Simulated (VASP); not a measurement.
# HgTe (Coloradoite) (F-43m) in VASP: further runs

The runs below take HgTe (Coloradoite) through single point, with LDA, PBE.

Everything below comes from runs of VASP 6.6.1. Logs are shortened: lines on timing, memory, paths and dates and some standing lists are left out, and cuts for length are marked.

## 1. The cell of the first run

The structure is cubic, space group F-43m (No. 216). The conventional cell has a = 6.472 Å, b = 6.472 Å, c = 6.472 Å, α = 90.00°, β = 90.00°, γ = 90.00°. Within 3.7 Å of Hg (site symmetry -43m) lie 4 Te at 2.80 Å. Within 3.7 Å of Te (site symmetry -43m) lie 4 Hg at 2.80 Å.

## 2. Single point, LDA (volume scaled by 1.02)

INCAR reads:

```
SYSTEM = HgTe
ALGO = Normal
EDIFF = 1E-6
ENCUT = 520
GGA = CA
ISIF = 2
ISMEAR = -1
LASPH = .True.
LCHARG = .True.
LELF = .True.
LREAL = .False.
LVHAR = .True.
LWAVE = .False.
NBANDS = 16
NELM = 100
PREC = Accurate
SIGMA = 0.05
```

KPOINTS reads:

```
k-points
0
Gamma
  7 7 7
  0 0 0
```

POSCAR reads:

```
HgTe
1.0
    0.0000000000      3.2357886999      3.2357886999
    3.2357886999      0.0000000000      3.2357886999
    3.2357886999      3.2357886999      0.0000000000
Hg Te
1 1
Direct
    0.0000000000      0.0000000000      0.0000000000
    0.7500000000      0.7500000000      0.7500000000
```

Potentials or basis: VASP PAW LDA potentials, release 64 (Hg, Te).

Command:

```
$ cat potpaw_LDA.64/Hg/POTCAR potpaw_LDA.64/Te/POTCAR > POTCAR
$ mpirun -np 1 vasp_std > vasp.out
```

OUTCAR:

```text
SYSTEM = HgTe
   EDIFF = 1E-6
   ENCUT = 520
   GGA = CA
   ISIF = 2
   ISMEAR = -1
   LASPH = .True.
   LREAL = .False.
   NELM = 100
   PREC = Accurate

 ion  position               nearest neighbor table
   1  0.000  0.000  0.000-   2 2.80   2 2.80   2 2.80   2 2.80
   2  0.750  0.750  0.750-   1 2.80   1 2.80   1 2.80   1 2.80

  LATTYP: Found a face centered cubic cell.
 ALAT       =     6.4715773998

  Lattice vectors:

 A1 = (   0.0000000000,   3.2357886999,   3.2357886999)
 A2 = (   3.2357886999,   0.0000000000,   3.2357886999)
 A3 = (   3.2357886999,   3.2357886999,   0.0000000000)

Analysis of symmetry for initial positions (statically):
=====================================================================
 Subroutine PRICEL returns:
 Original cell was already a primitive cell.

 Routine SETGRP: Setting up the symmetry group for a
 face centered cubic supercell.

 Subroutine GETGRP returns: Found 24 space group operations
 (whereof 24 operations were pure point group operations)
 out of a pool of 48 trial point group operations.

The static configuration has the point symmetry T_d .

Analysis of symmetry for dynamics (positions and initial velocities):
=====================================================================
 Subroutine PRICEL returns:
 Original cell was already a primitive cell.

 Routine SETGRP: Setting up the symmetry group for a
 face centered cubic supercell.

 Subroutine GETGRP returns: Found 24 space group operations
 (whereof 24 operations were pure point group operations)
 out of a pool of 48 trial point group operations.

The dynamic configuration has the point symmetry T_d .

 Subroutine INISYM returns: Found 24 space group operations
 (whereof 24 operations are pure point group operations),
 and found     1 'primitive' translations

----------------------------------------------------------------------------------------

                                     Primitive cell

  volume of cell :      67.7595

  direct lattice vectors                    reciprocal lattice vectors
     0.000000000  3.235788700  3.235788700    -0.154521833  0.154521833  0.154521833
     3.235788700  0.000000000  3.235788700     0.154521833 -0.154521833  0.154521833
     3.235788700  3.235788700  0.000000000     0.154521833  0.154521833 -0.154521833

  length of vectors
     4.576096264  4.576096264  4.576096264     0.267639665  0.267639665  0.267639665

  position of ions in fractional coordinates (direct lattice)
     0.000000000  0.000000000  0.000000000
     0.750000000  0.750000000  0.750000000

  ion indices of the primitive-cell ions
   primitive index   ion index
                 1           1
                 2           2

----------------------------------------------------------------------------------------

 KPOINTS: k-points

Automatic generation of k-mesh.
 Grid dimensions read from file:
 generate k-points for:    7    7    7

 Generating k-lattice:

  Cartesian coordinates                     Fractional coordinates (reciprocal lattice)
    -0.022074548  0.022074548  0.022074548     0.142857143  0.000000000  0.000000000
     0.022074548 -0.022074548  0.022074548     0.000000000  0.142857143  0.000000000
     0.022074548  0.022074548 -0.022074548     0.000000000  0.000000000  0.142857143

  Length of vectors
     0.038234238  0.038234238  0.038234238

  Shift w.r.t. Gamma in fractional coordinates (k-lattice)
     0.000000000  0.000000000  0.000000000

 Subroutine IBZKPT returns following result:
 ===========================================

 Found     20 irreducible k-points:

 Following reciprocal coordinates:
            Coordinates               Weight
  0.000000  0.000000  0.000000      1.000000
  0.142857  0.000000  0.000000      8.000000
  0.285714  0.000000  0.000000      8.000000
  0.428571  0.000000  0.000000      8.000000
  0.142857  0.142857  0.000000      6.000000
  0.285714  0.142857  0.000000     24.000000
[... 12 lines left out ...]
 -0.428571  0.428571  0.142857     24.000000
 -0.285714  0.428571  0.142857     24.000000
   k-points           NKPTS =     20   k-points in BZ     NKDIM =     20   number of bands    NBANDS=     16
   number of dos      NEDOS =    301   number of ions     NIONS =      2
   total plane-waves  NPLWV =  46656
   dimension x,y,z NGX =    36 NGY =   36 NGZ =   36
   dimension x,y,z NGXF=    72 NGYF=   72 NGZF=   72
   ions per type =               1   1
   NGX,Y,Z   is equivalent  to a cutoff of  13.08, 13.08, 13.08 a.u.
   NGXF,Y,Z  is equivalent  to a cutoff of  26.16, 26.16, 26.16 a.u.
 SYSTEM =  HgTe
   PREC   = accura    normal or accurate (medium, high low for compatibility)
   ISTART =      0    job   : 0-new  1-cont  2-samecut
   ICHARG =      2    charge: 1-file 2-atom 10-const
   ISPIN  =      1    spin polarized calculation?
   LNONCOLLINEAR =      F non collinear calculations
   LSORBIT =      F    spin-orbit coupling
   LASPH  =      T    aspherical Exc in radial PAW
   ENCUT  =  520.0 eV  38.22 Ry    6.18 a.u.   8.51  8.51  8.51*2*pi/ulx,y,z
   NELM   =    100;   NELMIN=  2; NELMDL= -5     # of ELM steps
   EDIFF  = 0.1E-05   stopping-criterion for ELM
   LREAL  =      F    real-space projection
   EDIFFG = 0.1E-04   stopping-criterion for IOM
   NSW    =      0    number of steps for IOM
   IBRION =     -1    ionic relax: 0-MD 1-quasi-New 2-CG
   NFREE  =      0    steps in history (QN), initial steepest desc. (CG)
   ISIF   =      2    stress and relaxation
   ISYM   =      2    0-nonsym 1-usesym 2-fastsym
   POTIM  = 0.5000    time-step for ionic-motion
   TEBEG  =    0.0;   TEEND  =   0.0 temperature during run
   PSTRESS=    0.0 pullay stress
   NELECT =      18.0000    total number of electrons
   NUPDOWN=      -1.0000    fix difference up-down
   EMIN   =  10.00;   EMAX   =-10.00  energy-range for DOS
   EFERMI =   0.00;   METHOD = LEGACY
   ISMEAR =    -1;   SIGMA  =   0.05  broadening in eV -4-tet -1-fermi 0-gaus
   EFERMI_NEDOS =   21; number of points for ismear=-14 and -15
   IALGO  =     38    algorithm
   IMIX   =      4    mixing-type and parameters
     AMIX     =   0.40;   BMIX     =  1.00
     AMIX_MAG =   1.60;   BMIX_MAG =  1.00
  volume/ion in A,a.u.               =      33.88       228.63
  Fermi-wavevector in a.u.,A,eV,Ry     =   1.052387  1.988723 15.068705  1.107519
[... 35 lines left out ...]
      2      -4.4892      2.00000
      3      -4.4892      2.00000
      4      -4.4892      2.00000
      5      -3.9609      2.00000
      6      -3.9609      2.00000
[... 8 lines left out ...]
     15      12.3727      0.00000
     16      12.3727      0.00000

 k-point     2 :       0.1429    0.0000    0.0000
  band No.  band energies     occupation
      1      -9.0492      2.00000
      2      -4.4619      2.00000
      3      -4.4619      2.00000
      4      -4.4519      2.00000
      5      -3.9636      2.00000
      6      -3.9636      2.00000
[... 8 lines left out ...]
     15      11.4251      0.00000
     16      11.4251      0.00000

 k-point     3 :       0.2857    0.0000    0.0000
  band No.  band energies     occupation
      1      -8.8128      2.00000
      2      -4.4066      2.00000
      3      -4.4066      2.00000
      4      -4.2687      2.00000
      5      -3.9601      2.00000
      6      -3.9601      2.00000
[... 8 lines left out ...]
     15      11.3862      0.00000
     16      11.3862      0.00000

 k-point     4 :       0.4286    0.0000    0.0000
  band No.  band energies     occupation
      1      -8.6089      2.00000
      2      -4.3711      2.00000
      3      -4.3711      2.00000
      4      -3.9443      2.00000
      5      -3.9443      2.00000
      6      -3.8265      2.00000
[... 8 lines left out ...]
     15      12.4256      0.00000
     16      12.4256      0.00000

 k-point     5 :       0.1429    0.1429    0.0000
  band No.  band energies     occupation
      1      -9.0158      2.00000
      2      -4.4755      2.00000
      3      -4.4351      2.00000
      4      -4.4351      2.00000
      5      -3.9801      2.00000
      6      -3.9494      2.00000
[... 8 lines left out ...]
     15      10.7793      0.00000
     16      12.4724      0.00000

 k-point     6 :       0.2857    0.1429    0.0000
  band No.  band energies     occupation
      1      -8.8237      2.00000
      2      -4.4229      2.00000
      3      -4.3741      2.00000
      4      -4.3299      2.00000
      5      -3.9821      2.00000
      6      -3.9397      2.00000
[... 8 lines left out ...]
     15      11.7706      0.00000
     16      12.2452      0.00000

 k-point     7 :       0.4286    0.1429    0.0000
  band No.  band energies     occupation
      1      -8.6048      2.00000
      2      -4.3688      2.00000
      3      -4.3318      2.00000
      4      -4.0686      2.00000
      5      -3.9331      2.00000
      6      -3.8767      2.00000
[... 8 lines left out ...]
     15      11.9990      0.00000
     16      12.8962      0.00000

 k-point     8 :      -0.4286    0.1429    0.0000
  band No.  band energies     occupation
      1      -8.5344      2.00000
      2      -4.3504      2.00000
      3      -4.3315      2.00000
      4      -3.9719      2.00000
      5      -3.9487      2.00000
      6      -3.6510      2.00000
[... 8 lines left out ...]
     15      12.2364      0.00000
     16      12.2607      0.00000

 k-point     9 :      -0.2857    0.1429    0.0000
  band No.  band energies     occupation
      1      -8.6734      2.00000
      2      -4.3705      2.00000
      3      -4.3623      2.00000
      4      -4.1304      2.00000
      5      -3.9765      2.00000
      6      -3.9186      2.00000
[... 8 lines left out ...]
     15      11.4309      0.00000
     16      12.9031      0.00000
[... 96 lines left out ...]
 k-point    15 :       0.4286    0.4286    0.0000
  band No.  band energies     occupation
      1      -8.4204      2.00000
      2      -4.3210      2.00000
      3      -4.1706      2.00000
      4      -4.1706      2.00000
      5      -3.9022      2.00000
      6      -3.6759      2.00000
[... 8 lines left out ...]
     15      13.0467      0.00000
     16      14.6798      0.00000

 k-point    16 :      -0.4286    0.4286    0.0000
  band No.  band energies     occupation
      1      -8.3807      2.00000
      2      -4.3015      2.00000
      3      -4.1697      2.00000
      4      -4.1338      2.00000
      5      -3.9131      2.00000
      6      -3.4618      2.00000
[... 8 lines left out ...]
     15      13.0594      0.00000
     16      14.2354      0.00000

 k-point    17 :       0.4286    0.2857    0.1429
  band No.  band energies     occupation
      1      -8.6379      2.00000
      2      -4.3611      2.00000
      3      -4.3188      2.00000
      4      -4.1926      2.00000
      5      -3.9544      2.00000
      6      -3.9116      2.00000
[... 8 lines left out ...]
     15      12.9568      0.00000
     16      13.1103      0.00000

 k-point    18 :      -0.4286    0.2857    0.1429
  band No.  band energies     occupation
      1      -8.4819      2.00000
      2      -4.3167      2.00000
      3      -4.2861      2.00000
      4      -4.0351      2.00000
      5      -3.9502      2.00000
      6      -3.6634      2.00000
[... 8 lines left out ...]
     15      12.6149      0.00000
     16      13.2757      0.00000

 k-point    19 :      -0.4286    0.4286    0.1429
  band No.  band energies     occupation
      1      -8.4129      2.00000
      2      -4.2895      2.00000
      3      -4.2207      2.00000
      4      -4.1101      2.00000
      5      -3.9293      2.00000
      6      -3.5639      2.00000
[... 8 lines left out ...]
     15      13.4203      0.00000
     16      13.8830      0.00000

 k-point    20 :      -0.2857    0.4286    0.1429
  band No.  band energies     occupation
      1      -8.3954      2.00000
      2      -4.2833      2.00000
      3      -4.2301      2.00000
      4      -4.0301      2.00000
      5      -3.9740      2.00000
      6      -3.4158      2.00000
[... 8 lines left out ...]
     15      12.8261      0.00000
     16      14.5161      0.00000

------------------------ aborting loop because EDIFF is reached ----------------------------------------

  FORCE on cell =-STRESS in cart. coord.  units (eV):
  Direction    XX          YY          ZZ          XY          YZ          ZX
  --------------------------------------------------------------------------------------
  -------------------------------------------------------------------------------------
  Total       -0.2105915     -0.2105915     -0.2105915      0.0000000      0.0000000      0.0000000
  in kB       -4.9794448     -4.9794448     -4.9794448      0.0000000      0.0000000      0.0000000
  external PRESSURE =      -4.9794448 kB  Pullay stress =       0.0000000 kB

 VOLUME and BASIS-vectors are now :
 -----------------------------------------------------------------------------
  energy-cutoff  :      520.00
  volume of cell :       67.76
      direct lattice vectors                 reciprocal lattice vectors
     0.000000000  3.235788700  3.235788700    -0.154521833  0.154521833  0.154521833
     3.235788700  0.000000000  3.235788700     0.154521833 -0.154521833  0.154521833
     3.235788700  3.235788700  0.000000000     0.154521833  0.154521833 -0.154521833

 POSITION                                       TOTAL-FORCE (eV/Angst)
 -----------------------------------------------------------------------------------
      0.00000      0.00000      0.00000        -0.000000     -0.000000     -0.000000
      4.85368      4.85368      4.85368         0.000000      0.000000      0.000000
 -----------------------------------------------------------------------------------
    total drift:                                0.000000      0.000000      0.000000

  FREE ENERGIE OF THE ION-ELECTRON SYSTEM (eV)
  ---------------------------------------------------
  free  energy   TOTEN  =        -5.0321400647 eV

  energy  without entropy=       -5.0314369331  energy(sigma->0) =       -5.03178850
```

Wall time 16 s (1 thread of Intel Xeon Platinum 8488C (Sapphire Rapids), shared host); peak memory 0.18 GiB.

Results:

```yaml
Free_energy: -5.0321 eV
Pressure: -0.5 GPa
Band_gap_on_the_k_mesh: zero (filled and empty bands touch)
```

Caveat: the cell differs from its parent crystal (volume scaled by 1.02); spin-orbit coupling is left out, which moves the levels of the heavy elements.

## 3. Single point, LDA (volume scaled by 1.04)

INCAR reads:

```
SYSTEM = HgTe
PREC = Accurate
ENCUT = 520
EDIFF = 1E-6
ISMEAR = -1
SIGMA = 0.05
LREAL = .FALSE.
LASPH = .TRUE.
NELM = 100
ALGO = Normal
ISIF = 2
LWAVE = .FALSE.
LCHARG = .TRUE.
GGA = CA
LELF = .TRUE.
LVHAR = .TRUE.
NBANDS = 16
```

KPOINTS reads:

```
regular mesh
0
G
  7 7 7
  0 0 0
```

POSCAR reads:

```
HgTe
1.0
    0.0000000000      3.2568009036      3.2568009036
    3.2568009036      0.0000000000      3.2568009036
    3.2568009036      3.2568009036      0.0000000000
Hg Te
1 1
Direct
    0.0000000000      0.0000000000      0.0000000000
    0.7500000000      0.7500000000      0.7500000000
```

Potentials or basis: VASP PAW LDA potentials, release 64 (Hg, Te).

Command:

```
$ cat potpaw_LDA.64/Hg/POTCAR potpaw_LDA.64/Te/POTCAR > POTCAR
$ mpirun -np 1 vasp_std > vasp.out
```

Run time: 19 s. Hardware: 1 thread of Intel Xeon Platinum 8488C (Sapphire Rapids), shared host; peak memory 0.18 GiB.

Results (log left out):

| Quantity | Value |
| --- | --- |
| Free energy | -5.0248 eV |
| Pressure | -1.3 GPa |
| Band gap on the k mesh | zero (filled and empty bands touch) |

Levels at points of the mesh, in eV from the Fermi level:
```csv
k point,band 7,band 8,band 9,band 10,band 11,band 12
"(0.00, 0.00, 0.00)",-0.97,-0.04,-0.04,-0.04,4.15,4.15
```

Caveat: the cell differs from its parent crystal (volume scaled by 1.04); spin-orbit coupling is left out, which moves the levels of the heavy elements.

## 4. Single point, PBE

This run uses another cell than the first one, of 33.22 Å³/atom, 0.980 times its volume.

INCAR reads:

```
  ALGO = Normal
  EDIFF = 1E-7
  ENCUT = 520
  GGA = PE
  ISIF = 2
  ISMEAR = -1
  LASPH = T
  LCHARG = F
  LREAL = F
  LWAVE = F
  NBANDS = 16
  NELM = 60
  PREC = Accurate
  SIGMA = 0.02
```

KPOINTS reads:

```
k-points
0
Gamma
  4 4 4
```

POSCAR reads:

```
HgTe
1.0
    0.0000000000      3.2145000000      3.2145000000
    3.2145000000      0.0000000000      3.2145000000
    3.2145000000      3.2145000000      0.0000000000
Hg Te
1 1
Direct
    0.0000000000      0.0000000000      0.0000000000
    0.7500000000      0.7500000000      0.7500000000
```

Potentials or basis: VASP PAW PBE potentials, release 64 (Hg, Te).

Command:

```
$ cat potpaw_PBE.64/Hg/POTCAR potpaw_PBE.64/Te/POTCAR > POTCAR
$ mpirun -np 1 vasp_std > vasp.out
```

It took 14 s on 1 thread of Intel Xeon Platinum 8259CL at 2.50GHz (Skylake/Cascade Lake), shared host; peak memory 0.2 GiB.

Results (log left out):

| Quantity | Value |
| --- | --- |
| Free energy | -3.4601 eV |
| Pressure | 5.1 GPa |
| Band gap on the k mesh | zero (filled and empty bands touch) |

Levels at points of the mesh, in eV from the Fermi level:
| k point | band 7 | band 8 | band 9 | band 10 | band 11 | band 12 |
| --- | --- | --- | --- | --- | --- | --- |
| (0.00, 0.00, 0.00) | -0.71 | -0.01 | -0.01 | -0.01 | 4.17 | 4.17 |
| (0.50, 0.00, 0.00) | -5.63 | -1.04 | -1.04 | 0.68 | 4.98 | 4.98 |
| (0.50, 0.50, 0.00) | -5.56 | -2.36 | -2.36 | 1.87 | 2.42 | 8.28 |

Caveat: the k points lie up to 0.42 Å⁻¹ apart; spin-orbit coupling is left out, which moves the levels of the heavy elements.

## 5. Single point, PBE

This run uses another cell than the first one, of 33.22 Å³/atom, 0.980 times its volume.

INCAR reads:

```
SYSTEM = HgTe
PREC = Accurate
ENCUT = 520
EDIFF = 1E-6
ISMEAR = 0
SIGMA = 0.027000000000000003
LREAL = .False.
LASPH = .True.
NELM = 60
ALGO = Normal
ISIF = 2
LWAVE = .False.
LCHARG = .False.
GGA = PE
NBANDS = 16
```

KPOINTS reads:

```
Automatic mesh
0
Gamma
  7 7 7
  0 0 0
```

POSCAR is that of step 4.

Command:

```
$ cat potpaw_PBE.64/Hg/POTCAR potpaw_PBE.64/Te/POTCAR > POTCAR
$ mpirun -np 1 vasp_std > vasp.out
```

Wall time 21 s (1 thread of Intel Xeon Platinum 8259CL at 2.50GHz (Skylake/Cascade Lake), shared host); peak memory 0.21 GiB.

The run converged. Its results:

```yaml
Free_energy: -3.5513 eV
Pressure: 4.6 GPa
Band_gap_on_the_k_mesh: zero (filled and empty bands touch)
```

Levels at points of the mesh, in eV from the Fermi level:
| k point | band 7 | band 8 | band 9 | band 10 | band 11 | band 12 |
| --- | --- | --- | --- | --- | --- | --- |
| (0.00, 0.00, 0.00) | -0.69 | -0.01 | -0.01 | -0.01 | 4.19 | 4.19 |

Caveat: spin-orbit coupling is left out, which moves the levels of the heavy elements.

## 6. Summary

| level | potentials or basis | cell | k mesh | smearing | gap on the mesh (eV) | pressure (GPa) |
| --- | --- | --- | --- | --- | --- | --- |
| LDA | VASP PAW LDA potentials, release 64 (Hg, Te) | a = 4.576 Å, angles 60.0°, 2 atoms | 7 × 7 × 7 | fermi-dirac 0.05 eV | none | -0.5 |
| LDA | VASP PAW LDA potentials, release 64 (Hg, Te) | a = 4.606 Å, angles 60.0°, 2 atoms | 7 × 7 × 7 | fermi-dirac 0.05 eV | none | -1.3 |
| PBE | VASP PAW PBE potentials, release 64 (Hg, Te) | a = 4.546 Å, angles 60.0°, 2 atoms | 4 × 4 × 4 | fermi-dirac 0.02 eV | none | 5.1 |
| PBE | VASP PAW PBE potentials, release 64 (Hg, Te) | a = 4.546 Å, angles 60.0°, 2 atoms | 7 × 7 × 7 | gaussian 0.027 eV | none | 4.6 |

Alike in all rows: task single point; no spin polarisation; cutoff (eV) 520.

Caveats: some runs use coarse meshes; spin-orbit coupling is left out, which moves the levels of the heavy elements.

Absolute energies hang on the potentials; compare differences alone.
